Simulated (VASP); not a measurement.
A run of VASP 6.6.1:

The input INCAR:

```
PREC     = Accurate       # precision mode
ENCUT    = 520            # plane-wave cutoff, eV
EDIFF    = 1E-6           # SCF threshold, eV
ISMEAR   = -1             # smearing method
SIGMA    = 0.08           # smearing width, eV
LREAL    = False          # projectors in reciprocal space
LASPH    = True           # aspherical terms in the spheres
NELM     = 100            # most SCF steps
ALGO     = Normal         # electronic algorithm
ISIF     = 2              # what is computed and relaxed
LWAVE    = False          # write WAVECAR
LCHARG   = False          # write CHGCAR
GGA      = PE             # functional
NBANDS   = 13             # bands
```

File KPOINTS:

```
regular mesh
0
Gamma
  17 17 17
```

Contents of POSCAR:

```
Mo
1.0
   -0.0201500000      2.0049250000      2.0049250000
    2.0049250000     -0.0201500000      2.0049250000
    2.0049250000      2.0049250000     -0.0201500000
Mo
1
Direct
    0.0000000000      0.0000000000      0.0000000000
```

Potentials or basis: VASP PAW PBE potentials, release 64 (Mo_sv).

The run is started by

```sh
$ cat potpaw_PBE.64/Mo_sv/POTCAR > POTCAR
$ mpirun -np 1 vasp_std > vasp.out
```

Hardware: 1 thread of Intel(R) Xeon(R) 6975P-C (Granite Rapids), with other jobs on the host.

Task: How long does it take, and how much memory?

Result: It took 26 s on 1 thread of Intel(R) Xeon(R) 6975P-C (Granite Rapids), with other jobs on the host, peak memory 0.21 GiB. Counts: scf iterations 11, k points 489.
